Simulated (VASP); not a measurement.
Here is a VASP 6.6.1 calculation.

INCAR

```
SYSTEM = Sc12F
ALGO = Normal ; EDIFF = 1E-7
ENCUT = 520 ; GGA = PE
ISIF = 2 ; ISMEAR = 0
LASPH = .TRUE. ; LCHARG = .FALSE.
LREAL = .FALSE. ; LWAVE = .FALSE.
NBANDS = 82 ; NELM = 80
PREC = Accurate ; SIGMA = 0.05
```

KPOINTS

```
k-points
0
G
  3 2 3
  0 0 0
```

Contents of POSCAR:

```
Sc12F
1.0
    6.6200000000      0.0000000000      0.0000000000
   -4.9650000000      8.5996320000      0.0000000000
    0.0000000000      0.0000000000      5.2761400000
Sc F
12 1
Direct
   -0.0120985079     -0.0036660871     -0.0042868461
    0.1618623100      0.2277302099      0.5078066541
   -0.0007058460      0.3335299697      0.0031217898
    0.1644764911      0.5548643244      0.4967028926
   -0.0000393611      0.6686051217     -0.0027721023
    0.1600387193      0.8807094304      0.5061027569
    0.5047391480     -0.0053689507     -0.0047489263
    0.6777554434      0.2263915479      0.5070238849
    0.5099653485      0.3464486620     -0.0053017926
    0.6701603838      0.5596237141      0.4961742865
    0.5021323469      0.6678868352     -0.0082183187
    0.6636909666      0.8859837258      0.5000020849
    0.3319882041      0.1110728924      0.3313989015
```

Potentials or basis: VASP PAW PBE potentials, release 64 (Sc_sv, F).

The run is started by

```console
$ cat potpaw_PBE.64/Sc_sv/POTCAR potpaw_PBE.64/F/POTCAR > POTCAR
$ mpirun -np 1 vasp_std > vasp.out
```

(1) Predict the pressure.

(2) What does it give for the band gap on the k mesh?

(3) Estimate the largest force.

Answers

(1) 0.3 GPa.

(2) zero (an odd number of electrons rules out a gap without spin polarisation).

(3) 0.923 eV/Å.

Caveat: the k points lie up to 0.40 Å⁻¹ apart, too coarse for converged energies and pressures of a metal; an odd number of electrons without spin polarisation forces a metal; a magnetic or distorted state may lie lower.
